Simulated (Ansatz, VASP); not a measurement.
GaP in VASP and in Ansatz

The input POSCAR:

```
GaP
1.0
    0.0000000000      2.7253992947      2.7253992947
    2.7016883208      0.0000000000      2.7253992947
    2.7016883208      2.7253992947      0.0000000000
Ga P
1 1
Direct
    0.0000000000      0.0000000000      0.0000000000
    0.2500000000      0.2500000000      0.2500000000
```

INCAR.step1

```
SYSTEM = GaP
PREC = Accurate ; ENCUT = 520
EDIFF = 1E-5 ; ISMEAR = 0
SIGMA = 0.01 ; LREAL = .FALSE.
LASPH = .TRUE. ; NELM = 100
ALGO = Normal ; ISIF = 2
LWAVE = .TRUE. ; LCHARG = .FALSE.
NBANDS = 16 ; GGA = PE
```

File INCAR.step2:

```
SYSTEM = GaP
PREC = Accurate ; ENCUT = 520
EDIFF = 1E-7 ; ISMEAR = 0
SIGMA = 0.01 ; LREAL = .FALSE.
LASPH = .TRUE. ; NELM = 100
ALGO = Normal ; ISIF = 2
LWAVE = .FALSE. ; LCHARG = .FALSE.
GGA = PE ; LHFCALC = .TRUE.
HFSCREEN = 0.2079 ; PRECFOCK = Normal
NBANDS = 16 ; ISTART = 1
```

KPOINTS

```
Automatic mesh
0
G
  6 6 6
  0 0 0
```

Input for Ansatz:

```yaml
crystal:
  lattice:
    - [0.0, 2.7253992947, 2.7253992947]
    - [2.7016883208, 0.0, 2.7253992947]
    - [2.7016883208, 2.7253992947, 0.0]
  atoms:
    - { symbol: Ga, position: [0.0, 0.0, 0.0] }
    - { symbol: P, position: [0.25, 0.25, 0.25] }
kpoints:
  mp_grid: { grid: [6, 6, 6] }
  band_path:
    path:
      - [0.0, 0.0, 0.0]
      - [-0.5, -0.5, 0.0]
      - [-0.375, -0.375, 0.25]
      - [-0.375, 0.0, 0.375]
      - [0.0, 0.0, 0.5]
      - [-0.5, -0.25, 0.25]
      - [0.0, 0.424479, 0.424479]
    npoints: 1
hamiltonian:
  xc: hse06
scf:
  occupations: { method: fixed }
  n_extra_bands: 4
output:
  forces: true
  stress: true
  eigenvalues: true
  write_density: true
  write_potential: true
  elf: true
  volumetric_format: npy
```

Change from the starting cell: uniaxial_x strain -0.9%.

Alike in both runs: task single point; functional HSE06; k mesh 6 × 6 × 6; no spin polarisation.

|  | VASP | Ansatz |
| --- | --- | --- |
| version | VASP 6.6.1 | Ansatz 0.2.0 |
| potentials or method | VASP PAW PBE potentials, release 64 (Ga_d, P) | plane waves, PAW |
| plane-wave cutoff (eV) | 520 | 420 |
| occupations | gaussian, width 0.01 eV | fixed |
| valence electrons in the cell | 18 | 18 |

VASP gave:

| Quantity | Value |
| --- | --- |
| gap on the k mesh at the Fermi level (eV) | 2.20 |
| pressure (GPa) | 1.3 |
| traceless stress, the component that is largest in VASP (GPa) | 0.47 |

Problem. Estimate Ansatz's values.

Solution. gap on the k mesh at the Fermi level (eV): 2.20; pressure (GPa): 1.5; traceless stress, the component that is largest in VASP (GPa): 0.47.

Ansatz's warnings: stress exchange threshold loose, stress scf threshold loose.
